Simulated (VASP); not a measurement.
# Pt3I2 (P-3m1) in VASP: a series of runs

The runs below take Pt3I2 through single point, relaxation of cell and atoms, with PBE.

All numbers are computed with VASP 6.6.1; they aren't measurements. Logs are shortened: lines on timing, memory, paths and dates and some standing lists are left out, and cuts for length are marked.

## (1) The cell of the first run

The structure is trigonal, space group P-3m1 (No. 164). Conventional cell: a = 3.773 Å, b = 3.773 Å, c = 8.941 Å, α = 90.00°, β = 90.00°, γ = 120.00°. Pt (site symmetry -3m) has 6 I at 2.82 Å within 3.7 Å. Pt (site symmetry 3m) has 3 Pt at 2.69 Å and 4 I at 2.88 to 3.46 Å within 3.5 Å. I (site symmetry 3m) has 7 Pt at 2.82 to 3.46 Å within 3.7 Å.

## (2) Single point, PBE

Input file INCAR:

```
SYSTEM = Pt3I2
ALGO     = Normal         ! electronic algorithm
EDIFF    = 1E-6           ! SCF threshold, eV
ENCUT    = 520            ! plane-wave cutoff, eV
GGA      = PE             ! functional
ISIF     = 2              ! what is computed and relaxed
ISMEAR   = 0              ! smearing method
LASPH    = .TRUE.         ! aspherical terms in the spheres
LCHARG   = .TRUE.         ! write CHGCAR
LELF     = .TRUE.         ! ELF
LREAL    = .FALSE.        ! projectors in reciprocal space
LVHAR    = .TRUE.       
LWAVE    = .FALSE.        ! write WAVECAR
NBANDS   = 30             ! bands
NELM     = 60             ! most SCF steps
PREC     = Accurate       ! precision mode
SIGMA    = 0.1            ! smearing width, eV
```

Input file KPOINTS:

```
k-points
0
G
  6 6 4
  0 0 0
```

Input file POSCAR:

```
Pt3I2
1.0
    3.7732994365      0.0000000000      0.0000000000
   -1.8866497182      3.2677731681      0.0000000000
    0.0000000000      0.0000000000      8.9409713762
Pt I
3 2
Direct
    0.0000000000      0.0000000000      0.0000000000
    0.3333333333      0.6666666667      0.5880448130
    0.6666666667      0.3333333333      0.4119551870
    0.3333333333      0.6666666667      0.2008304036
    0.6666666667      0.3333333333      0.7991695964
```

Potentials or basis: VASP PAW PBE potentials, release 64 (Pt, I).

On the command line:

```sh
cat potpaw_PBE.64/Pt/POTCAR potpaw_PBE.64/I/POTCAR > POTCAR
mpirun -np 1 vasp_std > vasp.out
```

OUTCAR:

```text
SYSTEM = Pt3I2
   EDIFF = 1E-6
   ENCUT = 520
   GGA = PE
   ISIF = 2
   ISMEAR = 0
   LASPH = .TRUE.
   LREAL = .FALSE.
   NELM = 60
   PREC = Accurate

 ion  position               nearest neighbor table
   1  0.000  0.000  0.000-   4 2.82   5 2.82   4 2.82   5 2.82   5 2.82   4 2.82
   2  0.333  0.667  0.588-   3 2.69   3 2.69   3 2.69   5 2.88   5 2.88   5 2.88   4 3.46
   3  0.667  0.333  0.412-   2 2.69   2 2.69   2 2.69   4 2.88   4 2.88   4 2.88   5 3.46
   4  0.333  0.667  0.201-   1 2.82   1 2.82   1 2.82   3 2.88   3 2.88   3 2.88   2 3.46
   5  0.667  0.333  0.799-   1 2.82   1 2.82   1 2.82   2 2.88   2 2.88   2 2.88   3 3.46

  LATTYP: Found a hexagonal cell.
 ALAT       =     3.7732994365
 C/A-ratio  =     2.3695366685

  Lattice vectors:

 A1 = (   3.7732994365,   0.0000000000,   0.0000000000)
 A2 = (  -1.8866497182,   3.2677731681,   0.0000000000)
 A3 = (   0.0000000000,   0.0000000000,   8.9409713762)

Analysis of symmetry for initial positions (statically):
=====================================================================
 Subroutine PRICEL returns:
 Original cell was already a primitive cell.

 Routine SETGRP: Setting up the symmetry group for a
 hexagonal supercell.

 Subroutine GETGRP returns: Found 12 space group operations
 (whereof 12 operations were pure point group operations)
 out of a pool of 24 trial point group operations.

The static configuration has the point symmetry D_3d.

Analysis of symmetry for dynamics (positions and initial velocities):
=====================================================================
 Subroutine PRICEL returns:
 Original cell was already a primitive cell.

 Routine SETGRP: Setting up the symmetry group for a
 hexagonal supercell.

 Subroutine GETGRP returns: Found 12 space group operations
 (whereof 12 operations were pure point group operations)
 out of a pool of 24 trial point group operations.

The dynamic configuration has the point symmetry D_3d.

 Subroutine INISYM returns: Found 12 space group operations
 (whereof 12 operations are pure point group operations),
 and found     1 'primitive' translations

----------------------------------------------------------------------------------------

                                     Primitive cell

  volume of cell :     110.2447

  direct lattice vectors                    reciprocal lattice vectors
     3.773299436  0.000000000  0.000000000     0.265020049  0.153009396  0.000000000
    -1.886649718  3.267773168  0.000000000     0.000000000  0.306018793  0.000000000
     0.000000000  0.000000000  8.940971376     0.000000000  0.000000000  0.111844671

  length of vectors
     3.773299436  3.773299436  8.940971376     0.306018793  0.306018793  0.111844671

  position of ions in fractional coordinates (direct lattice)
     0.000000000  0.000000000  0.000000000
     0.333333333  0.666666667  0.588044813
     0.666666667  0.333333333  0.411955187
     0.333333333  0.666666667  0.200830404
     0.666666667  0.333333333  0.799169596

  ion indices of the primitive-cell ions
   primitive index   ion index
                 1           1
                 2           2
                 3           3
                 4           4
                 5           5

----------------------------------------------------------------------------------------

 KPOINTS: k-points

Automatic generation of k-mesh.
 Grid dimensions read from file:
 generate k-points for:    6    6    4

 Generating k-lattice:

  Cartesian coordinates                     Fractional coordinates (reciprocal lattice)
     0.044170008  0.025501566  0.000000000     0.166666667  0.000000000  0.000000000
     0.000000000  0.051003132  0.000000000     0.000000000  0.166666667  0.000000000
     0.000000000  0.000000000  0.027961168     0.000000000  0.000000000  0.250000000

  Length of vectors
     0.051003132  0.051003132  0.027961168

  Shift w.r.t. Gamma in fractional coordinates (k-lattice)
     0.000000000  0.000000000  0.000000000

 Subroutine IBZKPT returns following result:
 ===========================================

 Found     24 irreducible k-points:

 Following reciprocal coordinates:
            Coordinates               Weight
  0.000000  0.000000  0.000000      1.000000
  0.166667  0.000000  0.000000      6.000000
  0.333333  0.000000  0.000000      6.000000
  0.500000  0.000000  0.000000      3.000000
  0.166667  0.166667  0.000000      6.000000
  0.333333  0.166667  0.000000     12.000000
[... 16 lines left out ...]
  0.333333  0.166667  0.500000     12.000000
  0.333333  0.333333  0.500000      2.000000
   k-points           NKPTS =     24   k-points in BZ     NKDIM =     24   number of bands    NBANDS=     30
   number of dos      NEDOS =    301   number of ions     NIONS =      5
   total plane-waves  NPLWV =  54880
   dimension x,y,z NGX =    28 NGY =   28 NGZ =   70
   dimension x,y,z NGXF=    56 NGYF=   56 NGZF=  140
   ions per type =               3   2
   NGX,Y,Z   is equivalent  to a cutoff of  12.34, 12.34, 13.02 a.u.
   NGXF,Y,Z  is equivalent  to a cutoff of  24.67, 24.67, 26.03 a.u.
 SYSTEM =  Pt3I2
   PREC   = accura    normal or accurate (medium, high low for compatibility)
   ISTART =      0    job   : 0-new  1-cont  2-samecut
   ICHARG =      2    charge: 1-file 2-atom 10-const
   ISPIN  =      1    spin polarized calculation?
   LNONCOLLINEAR =      F non collinear calculations
   LSORBIT =      F    spin-orbit coupling
   LASPH  =      T    aspherical Exc in radial PAW
   ENCUT  =  520.0 eV  38.22 Ry    6.18 a.u.   7.02  7.02 16.62*2*pi/ulx,y,z
   NELM   =     60;   NELMIN=  2; NELMDL= -5     # of ELM steps
   EDIFF  = 0.1E-05   stopping-criterion for ELM
   LREAL  =      F    real-space projection
   EDIFFG = 0.1E-04   stopping-criterion for IOM
   NSW    =      0    number of steps for IOM
   IBRION =     -1    ionic relax: 0-MD 1-quasi-New 2-CG
   NFREE  =      0    steps in history (QN), initial steepest desc. (CG)
   ISIF   =      2    stress and relaxation
   ISYM   =      2    0-nonsym 1-usesym 2-fastsym
   POTIM  = 0.5000    time-step for ionic-motion
   TEBEG  =    0.0;   TEEND  =   0.0 temperature during run
   PSTRESS=    0.0 pullay stress
   NELECT =      44.0000    total number of electrons
   NUPDOWN=      -1.0000    fix difference up-down
   EMIN   =  10.00;   EMAX   =-10.00  energy-range for DOS
   EFERMI =   0.00;   METHOD = LEGACY
   ISMEAR =     0;   SIGMA  =   0.10  broadening in eV -4-tet -1-fermi 0-gaus
   EFERMI_NEDOS =   21; number of points for ismear=-14 and -15
   IALGO  =     38    algorithm
   IMIX   =      4    mixing-type and parameters
     AMIX     =   0.40;   BMIX     =  1.00
     AMIX_MAG =   1.60;   BMIX_MAG =  1.00
  volume/ion in A,a.u.               =      22.05       148.79
  Fermi-wavevector in a.u.,A,eV,Ry     =   1.205331  2.277746 19.766864  1.452824
  Thomas-Fermi vector in A             =   2.341031
   LORBIT       =      0    0 simple, 1 ext, 2 COOP (PROOUT), +10 PAW based schemes
   GGA     = PE    functional components
   LHFCALC =     F    Hartree Fock is set to
   AEXX    =    0.0000 exact exchange contribution
   IVDW    =     0    specifies the selected vdW correction
   LEPSILON=     F    determine dielectric tensor
   LRPA    =     F    only Hartree local field effects (RPA)
 non-spin polarized calculation
 Gauss-broadening in eV      SIGMA  =   0.10
  energy-cutoff  :      520.00
  volume of cell :      110.24
 maximum number of plane-waves:      3015
   NGX = 13   NGY = 13   NGZ = 33

 number of electron      44.0000001 magnetization

 Free energy of the ion-electron system (eV)
  ---------------------------------------------------
  ext. energy  EPLUGINS =         0.00000000
  ---------------------------------------------------
  free energy    TOTEN  =       -18.94517205 eV

  energy without entropy =      -18.91459970  energy(sigma->0) =      -18.92988588

 E-fermi :   8.3840     XC(G=0): -11.1588

 val. band max:        8.3615815307   @ k =   0.1667   0.0000   0.5000
 cond. band min:       8.3879085590   @ k =   0.0000   0.0000   0.5000
 fundamental gap:      0.0263270284
 Fermi energy:         8.3839936358

 k-point     1 :       0.0000    0.0000    0.0000
  band No.  band energies     occupation
      1      -6.8334      2.00000
      2      -6.2956      2.00000
      3       0.5338      2.00000
      4       3.0849      2.00000
      5       3.9992      2.00000
      6       3.9992      2.00000
[... 22 lines left out ...]
     29      15.1846      0.00000
     30      15.1846      0.00000

 k-point     2 :       0.1667    0.0000    0.0000
  band No.  band energies     occupation
      1      -6.5957      2.00000
      2      -6.1440      2.00000
      3       0.9283      2.00000
      4       2.8795      2.00000
      5       3.4404      2.00000
      6       3.6739      2.00000
[... 22 lines left out ...]
     29      15.2771      0.00000
     30      15.5626      0.00000

 k-point     3 :       0.3333    0.0000    0.0000
  band No.  band energies     occupation
      1      -6.0349      2.00000
      2      -5.8063      2.00000
      3       1.7277      2.00000
      4       2.0246      2.00000
      5       2.3974      2.00000
      6       2.9095      2.00000
[... 22 lines left out ...]
     29      14.4164      0.00000
     30      15.0520      0.00000

 k-point     4 :       0.5000    0.0000    0.0000
  band No.  band energies     occupation
      1      -5.6823      2.00000
      2      -5.6229      2.00000
      3       1.1118      2.00000
      4       1.7677      2.00000
      5       2.5202      2.00000
      6       2.8898      2.00000
[... 22 lines left out ...]
     29      13.6152      0.00000
     30      14.7107      0.00000

 k-point     5 :       0.1667    0.1667    0.0000
  band No.  band energies     occupation
      1      -6.1911      2.00000
      2      -5.8960      2.00000
      3       1.6098      2.00000
      4       2.4584      2.00000
      5       2.5561      2.00000
      6       3.1384      2.00000
[... 22 lines left out ...]
     29      14.5859      0.00000
     30      15.3904      0.00000
[... 526 lines left out ...]
     29      15.1154      0.00000
     30      15.2886      0.00000

 k-point    22 :       0.1667    0.1667    0.5000
  band No.  band energies     occupation
      1      -6.1515      2.00000
      2      -5.9414      2.00000
      3       1.8965      2.00000
      4       1.9388      2.00000
      5       2.8692      2.00000
      6       3.3087      2.00000
[... 22 lines left out ...]
     29      14.5961      0.00000
     30      14.8607      0.00000

 k-point    23 :       0.3333    0.1667    0.5000
  band No.  band energies     occupation
      1      -5.6916      2.00000
      2      -5.6288      2.00000
      3       1.3715      2.00000
      4       2.0097      2.00000
      5       2.7213      2.00000
      6       2.9450      2.00000
[... 22 lines left out ...]
     29      14.3893      0.00000
     30      15.0167      0.00000

 k-point    24 :       0.3333    0.3333    0.5000
  band No.  band energies     occupation
      1      -5.5220      2.00000
      2      -5.5220      2.00000
      3       1.8284      2.00000
      4       2.1588      2.00000
      5       2.1588      2.00000
      6       2.8224      2.00000
[... 22 lines left out ...]
     29      15.1203      0.00000
     30      15.5281      0.00000

------------------------ aborting loop because EDIFF is reached ----------------------------------------

  FORCE on cell =-STRESS in cart. coord.  units (eV):
  Direction    XX          YY          ZZ          XY          YZ          ZX
  --------------------------------------------------------------------------------------
  -------------------------------------------------------------------------------------
  Total       -0.1514346     -0.1514346     -0.2090529     -0.0000000      0.0000000      0.0000000
  in kB       -2.2007859     -2.2007859     -3.0381476     -0.0000000      0.0000000      0.0000000
  external PRESSURE =      -2.4799065 kB  Pullay stress =       0.0000000 kB

 VOLUME and BASIS-vectors are now :
 -----------------------------------------------------------------------------
  energy-cutoff  :      520.00
  volume of cell :      110.24
      direct lattice vectors                 reciprocal lattice vectors
     3.773299436  0.000000000  0.000000000     0.265020049  0.153009396  0.000000000
    -1.886649718  3.267773168  0.000000000     0.000000000  0.306018793  0.000000000
     0.000000000  0.000000000  8.940971376     0.000000000  0.000000000  0.111844671

 POSITION                                       TOTAL-FORCE (eV/Angst)
 -----------------------------------------------------------------------------------
      0.00000      0.00000      0.00000        -0.000000      0.000000      0.000000
     -0.00000      2.17852      5.25769        -0.000000     -0.000000     -0.002863
      1.88665      1.08926      3.68328        -0.000000      0.000000      0.002863
     -0.00000      2.17852      1.79562         0.000000      0.000000      0.004770
      1.88665      1.08926      7.14535        -0.000000     -0.000000     -0.004770
 -----------------------------------------------------------------------------------
    total drift:                                0.000000     -0.000000     -0.000000

  FREE ENERGIE OF THE ION-ELECTRON SYSTEM (eV)
  ---------------------------------------------------
  free  energy   TOTEN  =       -18.9451720491 eV

  energy  without entropy=      -18.9145997009  energy(sigma->0) =      -18.92988588
```

It took 35 s on 1 thread of Intel Xeon 6975P-C (Granite Rapids), shared host; peak memory 0.25 GiB.

Results:

| Item | Value |
| --- | --- |
| Free energy | -18.9452 eV |
| Pressure | -0.2 GPa |
| Largest force | 0.005 eV/Å |
| Band gap on the k mesh | zero (band 22 reaches 8.53 eV, above the bottom of band 23 at 8.00 eV) |

Forces in eV/Å, atoms in the order of the input:
```
Pt   0.000  0.000  0.000
Pt   0.000  0.000 -0.003
Pt   0.000  0.000  0.003
I    0.000  0.000  0.005
I    0.000  0.000 -0.005
```

Stress tensor (GPa, compression positive):
```
-0.22  0.00  0.00
 0.00 -0.22  0.00
 0.00  0.00 -0.30
```

Levels at points of the mesh, in eV from the Fermi level:
```csv
k point,band 20,band 21,band 22,band 23,band 24,band 25
"(0.00, 0.00, 0.00)",-0.91,-0.48,-0.48,1.12,1.12,3.44
"(0.50, 0.00, 0.00)",-0.78,-0.62,-0.53,0.85,1.07,1.18
"(0.00, 0.00, 0.50)",-0.45,0.00,0.00,0.74,0.74,1.66
"(0.50, 0.00, 0.50)",-1.14,-0.03,0.11,0.11,0.75,0.81
```

Caveat: spin-orbit coupling is left out, which moves the levels of the heavy elements.

(Continued in part 2 of 2.)
